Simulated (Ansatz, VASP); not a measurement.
# Two plane-wave programs on TaN

```
Ta N
1.0
     2.93800    0.00000    0.00000
    -1.46900    2.54438    0.00000
     0.00000    0.00000    2.88300
Ta N
1 1
Direct
  0.33333 0.66667 0.50000
  0.00000 0.00000 0.00000
```

Alike in both runs: task relaxation of cell and atoms; functional BLYP; dispersion D3(BJ); k mesh 13 × 13 × 12; occupations fermi-dirac, width 0.1 eV; no spin polarisation.

|  | VASP | Ansatz |
| --- | --- | --- |
| version | VASP 6.6.1 | Ansatz 0.2.0 |
| potentials or method | VASP PAW PBE potentials, release 64 (Ta_pv, N), cutoff 600 eV | plane waves, PAW |
| valence electrons in the cell | 16 | 18 |

```tsv
	VASP	Ansatz	Ansatz less VASP
relaxed volume (Å³/atom)	10.81	10.75	-0.059
relaxed cell length with the largest relative difference (Å)	2.936	2.931	-0.0054
```

VASP's potentials were made for PBE, not for BLYP. VASP's potentials hold 16 valence electrons a cell and Ansatz's 18, so a difference there can come from the potentials and not from the codes.

Neither program's run includes spin-orbit coupling.
